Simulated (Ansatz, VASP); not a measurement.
Given: the input of a run of VASP 6.6.1 on PbO.

File INCAR:

```
SYSTEM = PbO
ALGO = Normal
EDIFF = 1E-7
ENCUT = 520
GGA = PS
ISIF = 2
ISMEAR = -1
LASPH = .TRUE.
LCHARG = .TRUE.
LELF = .TRUE.
LREAL = .FALSE.
LVHAR = .TRUE.
LWAVE = .FALSE.
NBANDS = 50
NELM = 100
PREC = Accurate
SIGMA = 0.05
```

KPOINTS

```
k-points
0
G
  5 5 6
  0 0 0
```

POSCAR

```
PbO
1.0
    5.9149150414      0.0000000000      0.0000000000
    0.0000000000      5.5122659576      0.0000000000
    0.0000000000      0.0000000000      4.7744115114
Pb O
4 4
Direct
    0.7690000000      0.5140000000      0.2500000000
    0.2310000000      0.4860000000      0.7500000000
    0.7690000000      0.9860000000      0.7500000000
    0.2310000000      0.0140000000      0.2500000000
    0.1320000000      0.5820000000      0.2500000000
    0.8680000000      0.4180000000      0.7500000000
    0.1320000000      0.9180000000      0.7500000000
    0.8680000000      0.0820000000      0.2500000000
```

Potentials or basis: VASP PAW PBE potentials, release 64 (Pb_d, O).

Launch:

```console
$ cat potpaw_PBE.64/Pb_d/POTCAR potpaw_PBE.64/O/POTCAR > POTCAR
$ mpirun -np 1 vasp_std > vasp.out
```

Task: Set up the same calculation for Ansatz 0.2.0. Potentials there: Ansatz PAW.

Result: As run (the cutoff follows the program's own potentials):

input.yaml

```yaml
crystal:
  lattice:
    - [5.9149150414, 0.0, 0.0]
    - [0.0, 5.5122659576, 0.0]
    - [0.0, 0.0, 4.7744115114]
  atoms:
    - { symbol: Pb, position: [0.769, 0.514, 0.25] }
    - { symbol: Pb, position: [0.231, 0.486, 0.75] }
    - { symbol: Pb, position: [0.769, 0.986, 0.75] }
    - { symbol: Pb, position: [0.231, 0.014, 0.25] }
    - { symbol: O, position: [0.132, 0.582, 0.25] }
    - { symbol: O, position: [0.868, 0.418, 0.75] }
    - { symbol: O, position: [0.132, 0.918, 0.75] }
    - { symbol: O, position: [0.868, 0.082, 0.25] }
hamiltonian:
  xc: pbesol
  pseudopotentials: { kind: paw }
kpoints:
  mp_grid: { grid: [5, 5, 6] }
scf:
  occupations: { method: fermi_dirac, width: 0.05 }
output:
  forces: true
  stress: true
  eigenvalues: true
```

Potentials or basis: Ansatz PAW.

Run with:

```bash
$ ansatz run input.yaml --threads 4 --pin off --max-ram 11264MiB --backend cpu --events-out ev --progress --plain --runs-dir out
```

Both were run:

|  | VASP | Ansatz | Ansatz less VASP |
| --- | --- | --- | --- |
| gap on the k mesh at the Fermi level (eV) | 1.87 | 1.87 | +0.003 |
| least direct gap on the mesh (eV) | 2.05 | 2.05 | +0.002 |
| pressure (GPa) | -3.3 | -3.4 | -0.04 |
| traceless stress, the component that is largest in VASP (GPa) | 3.90 | 3.74 | -0.155 |
| rms of the force components (eV/Å) | 0.504 | 0.504 | -0.0002 |

VASP's potentials were made for PBE, not for PBEsol. Atom by atom the forces differ by 0.021 eV/Å (rms over components). The functional is the same, so the differences come from potentials, cutoffs and numerics.

Neither program's run includes spin-orbit coupling. Noted on Ansatz's run: odd divisions of the mesh miss points on the zone boundary, where band edges often lie, so the gap on the mesh can be too wide.
